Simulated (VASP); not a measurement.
Te2Mo, 6 atoms in the cell. The cell holds a slab with vacuum, 6 atoms: a = 3.504 Å, b = 3.504 Å, c = 24.768 Å, α = 90.00°, β = 90.00°, γ = 120.00°.  This cell differs from its parent crystal: layers slid over each other, then relaxed in part.

```yaml
Program: VASP 6.6.1
Task: single point
Functional: PBE
Dispersion: D3(BJ)
Potentials_or_basis: VASP PAW PBE potentials, release 64 (Te, Mo_sv)
Cutoff: 520 eV
k_mesh: 9 × 9 × 1
Occupations: gaussian, width 0.05 eV
Spin: no spin polarisation
Dipole_correction: yes
Further_INCAR_settings: ALGO = Normal; EDIFF = 1e-07; NBANDS = 35
```

Potentials or basis: VASP PAW PBE potentials, release 64 (Te, Mo_sv).

Run with:

```sh
$ cat potpaw_PBE.64/Te/POTCAR potpaw_PBE.64/Mo_sv/POTCAR > POTCAR
$ mpirun -np 1 vasp_std > vasp.out
```

Hardware: 1 thread of AMD EPYC 7R13 Processor (Zen 3), on a shared host.

Q: How long does it take, and how much memory?

A: It took 8.2 min on 1 thread of AMD EPYC 7R13 Processor (Zen 3), on a shared host, peak memory 0.47 GiB. Counts: scf iterations 26, k points 25.
